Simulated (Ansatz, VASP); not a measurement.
## One calculation of Mg, two programs

Contents of INCAR:

```
ALGO = Normal
EDIFF = 1E-8
ENCUT = 520
GGA = PE
ISIF = 2
ISMEAR = -1
LASPH = T
LCHARG = F
LEFG = T
LREAL = F
LWAVE = F
NBANDS = 7
NELM = 80
PREC = Accurate
SIGMA = 0.03
```

File KPOINTS:

```
k-points
0
Gamma
  16 16 16
```

The input POSCAR:

```
Mg
1.0
    0.0000000000      2.2517120548      2.2517120548
    2.2517120548      0.0000000000      2.2517120548
    2.2517120548      2.2517120548      0.0000000000
Mg
1
Direct
    0.0000000000      0.0000000000      0.0000000000
```

Input for Ansatz:

```yaml
crystal:
  lattice:
    - [0.0, 2.2517120548, 2.2517120548]
    - [2.2517120548, 0.0, 2.2517120548]
    - [2.2517120548, 2.2517120548, 0.0]
  atoms:
    - { symbol: Mg, position: [0.0, 0.0, 0.0] }
kpoints:
  mp_grid: { grid: [16, 16, 16] }
scf:
  occupations: { method: fermi_dirac, width: 0.03 }
hamiltonian:
  xc: pbe
  pseudopotentials: { kind: paw }
output:
  forces: true
  stress: true
  eigenvalues: true
  efg: { contact_densities: true }
```

Change from the starting cell: volume scaled by 1.01, PAW files.

Alike in both runs: task electric field gradients; functional PBE; k mesh 16 × 16 × 16; occupations fermi-dirac, width 0.03 eV; no spin polarisation.

|  | VASP | Ansatz |
| --- | --- | --- |
| version | VASP 6.6.1 | Ansatz 0.2.0 |
| potentials or method | VASP PAW PBE potentials, release 64 (Mg) | PAW with Ansatz's default frozen-core files, scalar-relativistic |
| plane-wave cutoff (eV) | 520 | 420 |
| valence electrons in the cell | 2 | 10 |

```tsv
	VASP	Ansatz	Ansatz less VASP
pressure (GPa)	0.3	0.5	+0.12
```

With one functional, cell and mesh, what is left measures potentials, basis and numerics. VASP's potentials hold 2 valence electrons a cell and Ansatz's 10, so a difference there can come from the potentials and not from the codes.
